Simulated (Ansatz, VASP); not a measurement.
CdS: VASP beside Ansatz

```
Cd S
1.0
     0.00000    2.91650    2.91650
     2.91650    0.00000    2.91650
     2.91650    2.91650    0.00000
Cd S
1 1
Direct
  0.00000 0.00000 0.00000
  0.25000 0.25000 0.25000
```

Alike in both runs: task single point; functional B3LYP; k mesh 4 × 4 × 4; no spin polarisation.

|  | VASP | Ansatz |
| --- | --- | --- |
| version | VASP 6.6.1 | Ansatz 0.2.0 |
| potentials or method | VASP PAW PBE potentials, release 64 (Cd, S), cutoff 400 eV | plane waves, PAW |
| occupations | methfessel-paxton of order 1, width 0.1 eV | methfessel-paxton of order 1 |
| valence electrons in the cell | 18 | 26 |

|  | VASP | Ansatz | Ansatz less VASP |
| --- | --- | --- | --- |
| gap on the k mesh at the Fermi level (eV) | 2.50 | 2.45 | -0.057 |

VASP's potentials were made for PBE, not for B3LYP. VASP's potentials hold 18 valence electrons a cell and Ansatz's 26, so a difference there can come from the potentials and not from the codes.

The k mesh is coarse, so the values compare programs but aren't converged.
